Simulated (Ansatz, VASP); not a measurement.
# One calculation of Ni, two programs

Contents of INCAR:

```
SYSTEM = Ni
PREC = Accurate
ENCUT = 600
EDIFF = 1E-6
ISMEAR = -1
SIGMA = 0.05
LREAL = .False.
LASPH = .True.
NELM = 200
ALGO = Normal
ISIF = 2
LWAVE = .False.
LCHARG = .True.
ISPIN = 2
MAGMOM = 0.25 0.25
LORBIT = 11
NUPDOWN = 0.5
LMAXMIX = 4
GGA = PE
LELF = .True.
LVHAR = .True.
NBANDS = 21
GGA_COMPAT = .False.
```

File KPOINTS:

```
regular mesh
0
Gamma
  12 12 7
  0 0 0
```

POSCAR

```
Ni
1.0
    2.4480228978      0.0000000000      0.0000000000
   -1.2240114489      2.1200500186      0.0000000000
    0.0000000000      0.0000000000      4.0728075700
Ni
2
Direct
    0.6666666667      0.3333333333      0.7500000000
    0.3333333333      0.6666666667      0.2500000000
```

File input.yaml:

```yaml
crystal:
  lattice:
    - [2.4480228978, 0.0, 0.0]
    - [-1.2240114489, 2.1200500186, 0.0]
    - [0.0, 0.0, 4.07280757]
  atoms:
    - { symbol: Ni, position: [0.6666666667, 0.3333333333, 0.75], spin: 0.25 }
    - { symbol: Ni, position: [0.3333333333, 0.6666666667, 0.25], spin: 0.25 }
kpoints:
  mp_grid: { grid: [12, 12, 7] }
scf:
  occupations: { method: fermi_dirac, width: 0.05 }
hamiltonian:
  xc: pbe
  pseudopotentials: { kind: all_electron, lapw: { basis_error: 0.001 } }
magnetization:
  spin_polarized: true
  initial_magnetization: 0.5
  spin_locking: { lock_magnetization: hard }
output:
  forces: true
  stress: true
  eigenvalues: true
```

Alike in both runs: task single point; functional PBE; k mesh 12 × 12 × 7; occupations fermi-dirac, width 0.05 eV; collinear spin; fixed moment 0.5 μB.

|  | VASP | Ansatz |
| --- | --- | --- |
| version | VASP 6.6.1 | Ansatz 0.2.0 |
| potentials or method | VASP PAW PBE potentials, release 64 (Ni), cutoff 600 eV | all-electron LAPW, scalar-relativistic |

|  | VASP | Ansatz | Ansatz less VASP |
| --- | --- | --- | --- |
| pressure (GPa) | 6.0 | 6.1 | +0.13 |
| traceless stress, the component that is largest in VASP (GPa) | -1.29 | -1.21 | +0.073 |
| size of the moment on the site where the two differ most (μB) | 0.26 | 0.26 | +0.008 |

Site moments also hang on the region over which each program counts them. Ansatz ran all-electron here, and VASP with PAW potentials.
